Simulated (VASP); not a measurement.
Wanted: the native input for a VASP 6.6.1 run.

| Property | Result |
| --- | --- |
| Task | single point |
| Functional | PBEsol |
| Dispersion | D4 |
| Potentials or basis | VASP PAW PBE potentials, release 64 (Fe) |
| Cutoff | 520 eV |
| k mesh | 13 × 13 × 13 |
| Occupations | fermi-dirac, width 0.05 eV |
| Spin | collinear spin, ferromagnetic start |
| Starting moments | [3.0] μB |
| Dipole correction | no |
| Further INCAR settings | ALGO = Normal; EDIFF = 1e-06; NBANDS = 14 |

The structure of Fe lies in POSCAR:

```
Fe
1.0
   -1.3862541394      1.3862541394      1.3862541394
    1.3862541394     -1.3862541394      1.3862541394
    1.3862541394      1.3862541394     -1.3862541394
Fe
1
Direct
    0.0000000000      0.0000000000      0.0000000000
```

One way to write it, as run:

INCAR

```
SYSTEM = Fe
PREC = Accurate
ENCUT = 520
EDIFF = 1E-6
ISMEAR = -1
SIGMA = 0.05
LREAL = .FALSE.
LASPH = .TRUE.
NELM = 150
ALGO = Normal
ISIF = 2
LWAVE = .FALSE.
LCHARG = .FALSE.
ISPIN = 2
MAGMOM = 3
LORBIT = 11
LMAXMIX = 4
GGA = PS
IVDW = 13
NBANDS = 14
```

KPOINTS

```
Automatic mesh
0
G
  13 13 13
  0 0 0
```

Potentials or basis: VASP PAW PBE potentials, release 64 (Fe).

Run with:

```sh
$ cat potpaw_PBE.64/Fe/POTCAR > POTCAR
$ mpirun -np 1 vasp_std > vasp.out
```

It gave:

| Quantity | Value |
| --- | --- |
| Pressure | 0.0 GPa |
| Net moment | 2.05 μB per cell |
| Site moments | Fe +2.03 μB |
| Valence electrons inside the program's atomic spheres | Fe 7.42 |
| Dispersion energy per atom | -0.216 eV |

Caveat: the PAW data sets were made with another functional, which shifts forces and pressure a little; pairwise dispersion overbinds metals, which lowers pressure and volume.

Wall time 59 s on 1 thread of Intel Xeon 6975P-C, with other jobs on the host, peak memory 0.14 GiB.
